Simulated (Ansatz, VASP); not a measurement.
# One calculation of SnSe, two programs

Contents of INCAR:

```
SYSTEM = SnSe
PREC = Accurate
ENCUT = 520
EDIFF = 1E-6
ISMEAR = -1
SIGMA = 0.02
LREAL = .FALSE.
LASPH = .TRUE.
NELM = 60
ALGO = Normal
ISIF = 2
LWAVE = .FALSE.
LCHARG = .FALSE.
GGA = CA
NBANDS = 17
```

Contents of KPOINTS:

```
Automatic mesh
0
G
  9 9 9
  0 0 0
```

The input POSCAR:

```
SnSe
1.0
    0.0000000000      2.9485541872      2.9485541872
    2.9485541872      0.0000000000      2.9485541872
    2.9485541872      2.9485541872      0.0000000000
Sn Se
1 1
Direct
    0.0000000000      0.0000000000      0.0000000000
    0.5000000000      0.5000000000      0.5000000000
```

Input for Ansatz:

```yaml
crystal:
  lattice:
    - [0.0, 2.9485541872, 2.9485541872]
    - [2.9485541872, 0.0, 2.9485541872]
    - [2.9485541872, 2.9485541872, 0.0]
  atoms:
    - { symbol: Sn, position: [0.0, 0.0, 0.0] }
    - { symbol: Se, position: [0.5, 0.5, 0.5] }
kpoints:
  mp_grid: { grid: [9, 9, 9] }
  band_path:
    path:
      - [0.0, 0.0, 0.0]
      - [0.5, 0.0, 0.5]
      - [0.625, 0.25, 0.625]
      - [0.375, 0.375, 0.75]
      - [0.0, 0.0, 0.0]
      - [0.5, 0.5, 0.5]
      - [0.5, 0.25, 0.75]
      - [0.5, 0.0, 0.5]
    npoints: 5
scf:
  occupations: { method: fermi_dirac, width: 0.02 }
hamiltonian:
  xc: lda
  pseudopotentials: { kind: all_electron, lapw: { basis_error: 0.00025 } }
output:
  forces: true
  stress: true
  eigenvalues: true
```

Change from the starting cell: volume scaled by 0.94.

Alike in both runs: task single point; functional LDA; k mesh 9 × 9 × 9; occupations fermi-dirac, width 0.02 eV; no spin polarisation.

```csv
,VASP,Ansatz
version,VASP 6.6.1,Ansatz 0.2.0
potentials or method,"VASP PAW LDA potentials, release 64 (Sn_d, Se), cutoff 520 eV","all-electron LAPW, scalar-relativistic"
```

```tsv
	VASP	Ansatz	Ansatz less VASP
pressure (GPa)	0.1	0.0	-0.13
```

LDA's correlation is that of Perdew and Zunger in VASP and of Perdew and Wang (1992) in Ansatz. Ansatz ran all-electron here, and VASP with PAW potentials.
